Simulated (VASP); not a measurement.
Runs of VASP 6.6.1 on TaN. It takes space group P6/mmm (No. 191, hexagonal). Conventional cell: a = 5.191 Å, b = 5.191 Å, c = 2.908 Å, α = 90.00°, β = 90.00°, γ = 120.00°. Within 3.4 Å of Ta (site symmetry 6/mmm) lie 6 N at 2.60 Å and 14 Ta at 2.91 to 3.33 Å. Ta (site symmetry -6m2) has 6 N at 2.09 Å within 2.8 Å. N (site symmetry mmm) has 6 Ta at 2.09 to 2.60 Å and 4 N at 2.60 Å within 2.8 Å. 

```tsv
potentials or basis	k mesh	cutoff (eV)	second run	gap on the mesh (eV)	pressure (GPa)
VASP PAW LDA potentials, release 64 (Ta_pv, N)	2 × 2 × 3	520	-	none	-3.7
VASP PAW LDA potentials, release 64 (Ta_pv, N)	4 × 4 × 6	520	-	none	-3.2
VASP PAW LDA potentials, release 64 (Ta_sv_GW, N)	4 × 4 × 6	600	valence_matched	none	(b)
VASP PAW LDA potentials, release 64 (Ta_pv, N)	6 × 6 × 10	520	-	none	(a)
VASP PAW LDA potentials, release 64 (Ta_pv, N)	3 × 3 × 5	520	-	none	-2.8
```

Alike in all rows: task single point; level LDA; no spin polarisation; cell as given; smearing fermi-dirac 0.1 eV.

Problem. Fill in the values left out.

Solution. (a) -3.6; (b) -3.9.

Caveats: some runs use coarse meshes; spin-orbit coupling is left out, which moves the levels of the heavy elements.

A k mesh can miss the band edges, and the runs leave out spin-orbit coupling on Ta.

A gap of «none» marks levels without a gap at the run's occupations.

The runs don't all hold the same shells in valence.
